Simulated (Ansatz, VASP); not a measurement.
# C in VASP and in Ansatz

INCAR

```
  PREC = Accurate
  ENCUT = 520
  EDIFF = 1E-7
  ISMEAR = 0
  SIGMA = 0.03
  LREAL = False
  LASPH = True
  NELM = 60
  ALGO = Normal
  ISIF = 2
  LWAVE = False
  LCHARG = False
  GGA = PS
  IVDW = 12
  NBANDS = 11
```

File KPOINTS:

```
Automatic mesh
0
Gamma
  18 18 18
```

POSCAR

```
C
1.0
    0.0000000000      2.1340453494      2.9527801185
    1.2329071446      0.0000000000      2.9527801185
    1.2329071446      2.1340453494      0.0000000000
C
2
Direct
    0.1667066167      0.8332933833      0.1667066167
    0.8332933833      0.1667066167      0.8332933833
```

Input for Ansatz:

```yaml
crystal:
  lattice:
    - [0.0, 2.1340453494, 2.9527801185]
    - [1.2329071446, 0.0, 2.9527801185]
    - [1.2329071446, 2.1340453494, 0.0]
  atoms:
    - { symbol: C, position: [0.1667066167, 0.8332933833, 0.1667066167] }
    - { symbol: C, position: [0.8332933833, 0.1667066167, 0.8332933833] }
basis:
  ecutwfc: 520.0
kpoints:
  mp_grid: { grid: [18, 18, 18] }
hamiltonian:
  xc: pbesol
  pseudopotentials: { kind: paw, azcp: { folder: soft_1 } }
  dispersion: d3bj
scf:
  occupations: { method: gaussian, width: 0.03 }
output:
  forces: true
  stress: true
  eigenvalues: true
```

Change from the starting cell: volume 7.769 Å^3 an atom, stretch along c over the lengths across it, relative to the relaxed cell 0.8857.

Alike in both runs: task single point; functional PBEsol; dispersion D3(BJ); k mesh 18 × 18 × 18; occupations gaussian, width 0.03 eV; no spin polarisation.

```csv
,VASP,Ansatz
version,VASP 6.6.1,Ansatz 0.2.0
potentials or method,"VASP PAW PBE potentials, release 64 (C), cutoff 520 eV","scalar-relativistic, plane waves, PAW"
valence electrons in the cell,8,8
```

```csv
,VASP,Ansatz,Ansatz less VASP
gap on the k mesh at the Fermi level (eV),none,none,-
pressure (GPa),0.6,-0.2,-0.83
"traceless stress, the component that is largest in VASP (GPa)",8.14,9.04,+0.898
rms of the force components (eV/Å),0.010,0.010,+0.0002
```

VASP's potentials were made for PBE, not for PBEsol, and Ansatz warns of the same on its side. Atom by atom the forces differ by 0.000 eV/Å (rms over components). A gap of «none» marks a metal or a gap that the smearing closes.
